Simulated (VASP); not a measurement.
A run of VASP 6.6.1 is set up as follows.

The input INCAR:

```
SYSTEM = ZrSn15S32
PREC = Accurate
ENCUT = 520
EDIFF = 1E-6
ISMEAR = -1
SIGMA = 0.01
LREAL = Auto
LASPH = .True.
NELM = 100
ALGO = Normal
ISIF = 2
LWAVE = .False.
LCHARG = .True.
GGA = PE
LELF = .True.
LVHAR = .True.
NBANDS = 237
LUSENCCL = .False.
```

File KPOINTS:

```
Automatic mesh
0
Gamma
  2 2 2
  0 0 0
```

POSCAR

```
ZrSn15S32
1.0
   10.4315875000      0.0000000000      0.0000000000
    0.0000000000     10.4315875000      0.0000000000
    0.0000000000      0.0000000000     10.4315875000
Zr Sn S
1 15 32
Direct
    0.6250000000      0.3750000000      0.3750000000
    0.1250000000      0.8750000000      0.3750000000
    0.1250000000      0.3750000000      0.8750000000
    0.6250000000      0.8750000000      0.8750000000
    0.3757631617      0.6242368383      0.3733367501
    0.8742368383      0.1257631617      0.3766632499
    0.8750372660      0.6250372660      0.8750000000
    0.3749627340      0.1249627340      0.8750000000
    0.3757631617      0.3733367501      0.6242368383
    0.8750372660      0.8750000000      0.6250372660
    0.8742368383      0.3766632499      0.1257631617
    0.3749627340      0.8750000000      0.1249627340
    0.6266632499      0.6242368383      0.6242368383
    0.1250000000      0.1249627340      0.6250372660
    0.1250000000      0.6250372660      0.1249627340
    0.6233367501      0.1257631617      0.1257631617
    0.3787366566      0.6212633434      0.6212633434
    0.8764571040      0.1235428960      0.6235645741
    0.8764571040      0.6235645741      0.1235428960
    0.3764354259      0.1235428960      0.1235428960
    0.6240524833      0.3759475167      0.6235654469
    0.1232404406      0.8767595594      0.6235864024
    0.1229671990      0.3770100215      0.1229182676
    0.6229899785      0.8770328010      0.1229182676
    0.6240524833      0.6235654469      0.3759475167
    0.1229671990      0.1229182676      0.3770100215
    0.1232404406      0.6235864024      0.8767595594
    0.6229899785      0.1229182676      0.8770328010
    0.3764345531      0.3759475167      0.3759475167
    0.8770817324      0.8770328010      0.3770100215
    0.8770817324      0.3770100215      0.8770328010
    0.3764135976      0.8767595594      0.8767595594
    0.8735645741      0.6264571040      0.6264571040
    0.3735428960      0.1264354259      0.6264571040
    0.3735428960      0.6264571040      0.1264354259
    0.8712633434      0.1287366566      0.1287366566
    0.6270100215      0.8729671990      0.6270817324
    0.1270328010      0.3729899785      0.6270817324
    0.1267595594      0.8732404406      0.1264135976
    0.6259475167      0.3740524833      0.1264345531
    0.6270100215      0.6270817324      0.8729671990
    0.1267595594      0.1264135976      0.8732404406
    0.1270328010      0.6270817324      0.3729899785
    0.6259475167      0.1264345531      0.3740524833
    0.8735864024      0.8732404406      0.8732404406
    0.3729182676      0.3729899785      0.8729671990
    0.3729182676      0.8729671990      0.3729899785
    0.8735654469      0.3740524833      0.3740524833
```

Potentials or basis: VASP PAW PBE potentials, release 64 (Zr_sv, Sn_d, S).

Run with:

```console
$ cat potpaw_PBE.64/Zr_sv/POTCAR potpaw_PBE.64/Sn_d/POTCAR potpaw_PBE.64/S/POTCAR > POTCAR
$ mpirun -np 1 vasp_std > vasp.out
```

Q: Estimate the band gap on the k mesh.

A: 0.98 eV.

Q: Predict the largest force.

A: 0.011 eV/Å.

Forces on the atoms (eV/Å):
```
Zr   0.000  0.000  0.000
Sn   0.000  0.000  0.000
Sn   0.000  0.000  0.000
Sn   0.000  0.000  0.000
Sn   0.005 -0.005 -0.009
Sn  -0.005  0.005  0.009
Sn   0.007  0.007  0.000
Sn  -0.007 -0.007  0.000
Sn   0.005 -0.009 -0.005
Sn   0.007  0.000  0.007
Sn  -0.005  0.009  0.005
Sn  -0.007  0.000 -0.007
Sn   0.009 -0.005 -0.005
Sn   0.000 -0.007  0.007
Sn   0.000  0.007 -0.007
Sn  -0.009  0.005  0.005
S    0.006 -0.006 -0.006
S    0.004 -0.004  0.000
S    0.004  0.000 -0.004
S    0.000 -0.004 -0.004
S   -0.006  0.006  0.005
S   -0.006  0.006 -0.003
S   -0.004  0.004 -0.005
S   -0.004  0.004 -0.005
S   -0.006  0.005  0.006
S   -0.004 -0.005  0.004
S   -0.006 -0.003  0.006
S   -0.004 -0.005  0.004
S   -0.005  0.006  0.006
S    0.005  0.004  0.004
S    0.005  0.004  0.004
S    0.003  0.006  0.006
S    0.000  0.004  0.004
S   -0.004  0.000  0.004
S   -0.004  0.004  0.000
S   -0.006  0.006  0.006
S    0.004 -0.004  0.005
S    0.004 -0.004  0.005
S    0.006 -0.006  0.003
S    0.006 -0.006 -0.005
S    0.004  0.005 -0.004
S    0.006  0.003 -0.006
S    0.004  0.005 -0.004
S    0.006 -0.005 -0.006
S   -0.003 -0.006 -0.006
S   -0.005 -0.004 -0.004
S   -0.005 -0.004 -0.004
S    0.005 -0.006 -0.006
```

Caveat: spin-orbit coupling is left out, which moves the levels of the heavy elements.
